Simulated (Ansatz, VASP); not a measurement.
## HfSi3Br4: VASP beside Ansatz

```
Hf Si Br
1.0
     5.82523    0.00000    0.00000
     0.00000    5.82523    0.00000
     0.00000    0.00000    5.82523
Hf Si Br
1 3 4
Direct
  0.00000 0.00000 0.00000
  0.00000 0.50000 0.50000
  0.50000 0.00000 0.50000
  0.50000 0.50000 0.00000
  0.50000 0.00000 0.00000
  0.00000 0.50000 0.00000
  0.00000 0.00000 0.50000
  0.50000 0.50000 0.50000
```

Alike in both runs: functional PBE; k mesh 8 × 8 × 8; occupations gaussian, width 0.1 eV; no spin polarisation.

Ansatz relaxed the structure, and its values are those at the end. VASP's run is a single point on that final structure, the one shown.

```csv
,VASP,Ansatz
version,VASP 6.6.1,Ansatz 0.2.0
potentials or method,"VASP PAW PBE potentials, release 64 (Hf_pv, Si, Br), cutoff 520 eV","scalar-relativistic, plane waves, PAW"
valence electrons in the cell,50,66
```

```tsv
	VASP	Ansatz	Ansatz less VASP
gap on the k mesh at the Fermi level (eV)	none	none	-
pressure (GPa)	-0.1	0.0	+0.10
```

A gap of «none» marks a metal or a gap that the smearing closes. VASP's potentials hold 50 valence electrons a cell and Ansatz's 66, so a difference there can come from the potentials and not from the codes.

Neither program's run includes spin-orbit coupling.
